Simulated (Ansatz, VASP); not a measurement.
# Ag: VASP beside Ansatz

```
Ag
1.0
    -1.59105    1.59105    1.59105
     1.59105   -1.59105    1.59105
     1.59105    1.59105   -1.59105
Ag
1
Direct
  0.00000 0.00000 0.00000
```

Alike in both runs: functional LDA; k mesh 18 × 18 × 18; occupations gaussian, width 0.1 eV; no spin polarisation.

Ansatz relaxed the structure, and its values are those at the end. VASP's run is a single point on that final structure, the one shown.

|  | VASP | Ansatz |
| --- | --- | --- |
| version | VASP 6.6.1 | Ansatz 0.2.0 |
| potentials or method | VASP PAW LDA potentials, release 64 (Ag), cutoff 520 eV | scalar-relativistic, plane waves, PAW |
| valence electrons in the cell | 11 | 19 |

VASP gave:

| Quantity | Value |
| --- | --- |
| gap on the k mesh at the Fermi level (eV) | none |
| pressure (GPa) | 0.2 |

Task: Estimate Ansatz's values.

Result: gap on the k mesh at the Fermi level (eV): none; pressure (GPa): 0.0.

LDA's correlation is that of Perdew and Zunger in VASP and of Perdew and Wang (1992) in Ansatz. A gap of «none» marks a metal or a gap that the smearing closes. VASP's potentials hold 11 valence electrons a cell and Ansatz's 19, so a difference there can come from the potentials and not from the codes.
